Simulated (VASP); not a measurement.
# TaN (P6/mmm) in VASP: further runs, part 3 of 4

VASP 6.6.1.

**6. Electric field gradients, LDA (10.61 Å³/atom)**

This run uses another cell than the first one, of 10.61 Å³/atom.

Input file INCAR:

```
SYSTEM = TaN
ALGO = Normal
EDIFF = 1E-8
ENCUT = 520
GGA_COMPAT = .FALSE.
ISIF = 2
ISMEAR = -1
LASPH = .TRUE.
LCHARG = .FALSE.
LEFG = .TRUE.
LREAL = .FALSE.
LWAVE = .FALSE.
NBANDS = 36
NELM = 120
PREC = Accurate
SIGMA = 0.03
```

Input file KPOINTS:

```
k-points
0
G
  5 5 8
  0 0 0
```

Input file POSCAR:

```
TaN
1.0
    5.0791532447      0.0000000000      0.0000000000
   -2.5395766223      4.3986757396      0.0000000000
    0.0000000000      0.0000000000      2.8486364041
Ta N
3 3
Direct
    0.0000000000      0.0000000000      0.0000000000
    0.3333333333      0.6666666667      0.5000000000
    0.6666666667      0.3333333333      0.5000000000
    0.5000000000      0.0000000000      0.0000000000
    0.5000000000      0.5000000000      0.0000000000
    0.0000000000      0.5000000000      0.0000000000
```

Potentials or basis: VASP PAW LDA potentials, release 64 (Ta_sv_GW, N).

The run is started by

```bash
$ cat potpaw_LDA.64/Ta_sv_GW/POTCAR potpaw_LDA.64/N/POTCAR > POTCAR
$ mpirun -np 1 vasp_std > vasp.out
```

OUTCAR:

```text
SYSTEM = TaN
   EDIFF = 1E-8
   ENCUT = 520
   ISIF = 2
   ISMEAR = -1
   LASPH = .TRUE.
   LREAL = .FALSE.
   NELM = 120
   PREC = Accurate

 ion  position               nearest neighbor table
   1  0.000  0.000  0.000-   6 2.54   6 2.54   4 2.54   4 2.54   5 2.54   5 2.54   3 3.26   3 3.26
                             2 3.26   2 3.26   2 3.26   3 3.26   2 3.26   3 3.26   2 3.26   3 3.26
   2  0.333  0.667  0.500-   4 2.04   4 2.04   6 2.04   6 2.04   5 2.04   5 2.04   3 2.93   3 2.93
                             3 2.93   1 3.26   1 3.26   1 3.26   1 3.26   1 3.26   1 3.26
   3  0.667  0.333  0.500-   4 2.04   4 2.04   6 2.04   6 2.04   5 2.04   5 2.04   2 2.93   2 2.93
                             2 2.93   1 3.26   1 3.26   1 3.26   1 3.26   1 3.26   1 3.26
   4  0.500  0.000  0.000-   2 2.04   3 2.04   2 2.04   3 2.04   1 2.54   1 2.54
   5  0.500  0.500  0.000-   2 2.04   3 2.04   2 2.04   3 2.04   1 2.54   1 2.54
   6  0.000  0.500  0.000-   2 2.04   3 2.04   2 2.04   3 2.04   1 2.54   1 2.54

  LATTYP: Found a hexagonal cell.
 ALAT       =     5.0791532447
 C/A-ratio  =     0.5608486822

  Lattice vectors:

 A1 = (   5.0791532447,   0.0000000000,   0.0000000000)
 A2 = (  -2.5395766223,   4.3986757396,   0.0000000000)
 A3 = (   0.0000000000,   0.0000000000,   2.8486364041)

Analysis of symmetry for initial positions (statically):
=====================================================================
 Subroutine PRICEL returns:
 Original cell was already a primitive cell.

 Routine SETGRP: Setting up the symmetry group for a
 hexagonal supercell.

 Subroutine GETGRP returns: Found 24 space group operations
 (whereof 24 operations were pure point group operations)
 out of a pool of 24 trial point group operations.

The static configuration has the point symmetry D_6h.

Analysis of symmetry for dynamics (positions and initial velocities):
=====================================================================
 Subroutine PRICEL returns:
 Original cell was already a primitive cell.

 Routine SETGRP: Setting up the symmetry group for a
 hexagonal supercell.

 Subroutine GETGRP returns: Found 24 space group operations
 (whereof 24 operations were pure point group operations)
 out of a pool of 24 trial point group operations.

The dynamic configuration has the point symmetry D_6h.

 Subroutine INISYM returns: Found 24 space group operations
 (whereof 24 operations are pure point group operations),
 and found     1 'primitive' translations

----------------------------------------------------------------------------------------

                                     Primitive cell

  volume of cell :      63.6429

  direct lattice vectors                    reciprocal lattice vectors
     5.079153245  0.000000000  0.000000000     0.196883211  0.113670575  0.000000000
    -2.539576622  4.398675740  0.000000000     0.000000000  0.227341150  0.000000000
     0.000000000  0.000000000  2.848636404     0.000000000  0.000000000  0.351045152

  length of vectors
     5.079153245  5.079153245  2.848636404     0.227341150  0.227341150  0.351045152

  position of ions in fractional coordinates (direct lattice)
     0.000000000  0.000000000  0.000000000
     0.333333333  0.666666667  0.500000000
     0.666666667  0.333333333  0.500000000
[... 111 lines left out ...]
   IVDW    =     0    specifies the selected vdW correction
   LEPSILON=     F    determine dielectric tensor
   LRPA    =     F    only Hartree local field effects (RPA)
 non-spin polarized calculation
  energy-cutoff  :      520.00
  volume of cell :       63.64
 maximum number of plane-waves:      1751
 NGX is ok and might be reduce to    40
   NGX = 19   NGY = 19   NGZ = 11

 number of electron      53.9999993 magnetization

 Free energy of the ion-electron system (eV)
  ---------------------------------------------------
  ext. energy  EPLUGINS =         0.00000000
  ---------------------------------------------------
  free energy    TOTEN  =       -78.70629850 eV

  energy without entropy =      -78.70131969  energy(sigma->0) =      -78.70380910

 E-fermi :  12.8860     XC(G=0): -14.0163

 val. band max:       12.8608761629   @ k =   0.2000   0.0000   0.3750
 cond. band min:      12.8939322497   @ k =   0.2000   0.0000   0.2500
 fundamental gap:      0.0330560867
 Fermi energy:        12.8860297311

 k-point     1 :       0.0000    0.0000    0.0000
  band No.  band energies     occupation
      1     -55.8545      2.00000
      2     -55.7868      2.00000
      3     -55.5504      2.00000
      4     -23.1303      2.00000
      5     -23.1303      2.00000
      6     -22.6624      2.00000
[... 925 lines left out ...]
     35      17.1667      0.00000
     36      18.7311      0.00000

 [... further k-points ...]

------------------------ aborting loop because EDIFF is reached ----------------------------------------

  FORCE on cell =-STRESS in cart. coord.  units (eV):
  Direction    XX          YY          ZZ          XY          YZ          ZX
  --------------------------------------------------------------------------------------
  -------------------------------------------------------------------------------------
  Total        6.6620439      6.6620439      9.0929307      0.0000000      0.0000000      0.0000000
  in kB      167.7134109    167.7134109    228.9096903      0.0000000      0.0000000      0.0000000
  external PRESSURE =     188.1121707 kB  Pullay stress =       0.0000000 kB

 VOLUME and BASIS-vectors are now :
 -----------------------------------------------------------------------------
  energy-cutoff  :      520.00
  volume of cell :       63.64
      direct lattice vectors                 reciprocal lattice vectors
     5.079153245  0.000000000  0.000000000     0.196883211  0.113670575  0.000000000
    -2.539576622  4.398675740  0.000000000     0.000000000  0.227341150  0.000000000
     0.000000000  0.000000000  2.848636404     0.000000000  0.000000000  0.351045152

 POSITION                                       TOTAL-FORCE (eV/Angst)
 -----------------------------------------------------------------------------------
      0.00000      0.00000      0.00000         0.000000      0.000000      0.000000
     -0.00000      2.93245      1.42432         0.000000     -0.000000      0.000000
      2.53958      1.46623      1.42432        -0.000000     -0.000000      0.000000
      2.53958      0.00000      0.00000         0.000000      0.000000      0.000000
      1.26979      2.19934      0.00000         0.000000      0.000000      0.000000
     -1.26979      2.19934      0.00000         0.000000      0.000000      0.000000
 -----------------------------------------------------------------------------------
    total drift:                               -0.000000      0.000000      0.000000

  FREE ENERGIE OF THE ION-ELECTRON SYSTEM (eV)
  ---------------------------------------------------
  free  energy   TOTEN  =       -78.7062984986 eV

  energy  without entropy=      -78.7013196918  energy(sigma->0) =      -78.70380910

 Electric field gradients (V/A^2)
---------------------------------------------------------------------
 ion       V_xx      V_yy      V_zz      V_xy      V_xz      V_yz
---------------------------------------------------------------------
   1     207.018   207.019  -414.038     0.000     0.000    -0.000
   2     214.615   214.614  -429.229    -0.000     0.000     0.000
   3     214.615   214.614  -429.229    -0.000     0.000     0.000
   4      35.723   -30.308    -5.415     0.000     0.000     0.000
   5     -13.801    19.215    -5.414    28.592     0.000    -0.000
   6     -13.801    19.215    -5.415   -28.592    -0.000    -0.000
---------------------------------------------------------------------

 Electric field gradients after diagonalization (V/A^2)
 (convention: |V_zz| > |V_xx| > |V_yy|)
----------------------------------------------------------------------
 ion       V_xx      V_yy      V_zz     asymmetry (V_yy - V_xx)/ V_zz
----------------------------------------------------------------------
   1     207.019   207.018  -414.038       0.000
   2     214.615   214.614  -429.229       0.000
   3     214.615   214.614  -429.229       0.000
   4     -30.308    -5.415    35.723       0.697
   5     -30.308    -5.414    35.722       0.697
   6     -30.308    -5.415    35.723       0.697
----------------------------------------------------------------------

           NMR quadrupolar parameters

 Cq : quadrupolar parameter    Cq=e*Q*V_zz/h
 eta: asymmetry parameters     (V_yy - V_xx)/ V_zz
 Q  : nuclear electric quadrupole moment in mb (millibarn)
----------------------------------------------------------------------
 ion       Cq(MHz)       eta       Q (mb)
----------------------------------------------------------------------
   1      -1.001       0.000       1.000
   2      -1.038       0.000       1.000
   3      -1.038       0.000       1.000
   4       0.086       0.697       1.000
   5       0.086       0.697       1.000
   6       0.086       0.697       1.000
----------------------------------------------------------------------
```

OSZICAR:

```text
N       E                     dE             d eps       ncg     rms          rms(c)
DAV:   1     0.437506000640E+03    0.43751E+03   -0.33907E+04  1800   0.155E+03
DAV:   2    -0.613132432230E+02   -0.49882E+03   -0.48716E+03  2288   0.397E+02
DAV:   3    -0.920959154994E+02   -0.30783E+02   -0.30522E+02  2388   0.955E+01
[... 17 lines left out ...]
DAV:  21    -0.787063010261E+02    0.12533E-05   -0.45335E-05  2252   0.299E-02    0.102E+00
DAV:  22    -0.787062992237E+02    0.18024E-05   -0.41946E-06  2340   0.106E-02    0.442E-01
DAV:  23    -0.787062984991E+02    0.72453E-06   -0.32129E-06  2232   0.928E-03    0.828E-02
DAV:  24    -0.787062984989E+02    0.26648E-09   -0.10397E-07  2212   0.180E-03    0.176E-02
DAV:  25    -0.787062984986E+02    0.27194E-09   -0.33841E-09  1212   0.405E-04
   1 F= -.78706298E+02 E0= -.78703809E+02  d E =-.497881E-02
```

stdout:

```text
POSCAR found type information on POSCAR TaN
 POSCAR found :  2 types and       6 ions
 scaLAPACK will be used
 LDA part: xc-table for (Slater(with rela. corr.)+CA(PZ))
 , standard interpolation
 POSCAR, INCAR and KPOINTS ok, starting setup
 FFT: planning ... GRIDC
 FFT: planning ... GRID_SOFT
 FFT: planning ... GRID
 WAVECAR not read
 entering main loop
ion   1

ion   2

ion   3

ion   4

ion   5

ion   6
```

It took 48 s on 1 thread of Intel Xeon 6975P-C (Granite Rapids), shared host; peak memory 0.19 GiB.

What came out:

```
Free energy                             : -78.7063 eV
Pressure                                : 18.8 GPa
Band gap on the k mesh                  : zero (bands 27 and 28 overlap by 2.37 eV)
Largest electric field gradient by atom : Ta -414.0, -429.2 (each value once); N +35.7 V/Å²
```

Stress tensor (GPa, compression positive):
```
16.77  0.00  0.00
 0.00 16.77  0.00
 0.00  0.00 22.89
```

Levels at points of the mesh, in eV from the Fermi level:
| k point | band 24 | band 25 | band 26 | band 27 | band 28 | band 29 | band 30 | band 31 |
| --- | --- | --- | --- | --- | --- | --- | --- | --- |
| (0.00, 0.00, 0.00) | -3.14 | -2.73 | -2.26 | -1.46 | -1.46 | 0.78 | 0.78 | 1.41 |
| (0.00, 0.00, 0.50) | -3.31 | -3.31 | -2.11 | 0.91 | 0.91 | 1.60 | 1.99 | 2.71 |

Electric field gradients, principal values (V/Å²):
```
atom    least   middle  greatest (by size)
1 Ta  207.018  207.019            -414.038
2 Ta  214.614  214.615            -429.229
3 Ta  214.614  214.615            -429.229
 4 N   -5.415  -30.308              35.723
 5 N   -5.414  -30.308              35.722
 6 N   -5.415  -30.308              35.723
```

Caveat: the stress differs along the axes, from 17 to 23 GPa; without QUAD_EFG the Cq values of the log hold for a quadrupole moment of 1 mb, not for the nuclei; spin-orbit coupling is left out, which moves the levels of the heavy elements.

(Part 3 of 4 ends here.)

The gap in the log of VASP goes by the Fermi energy; the results here count the filled bands.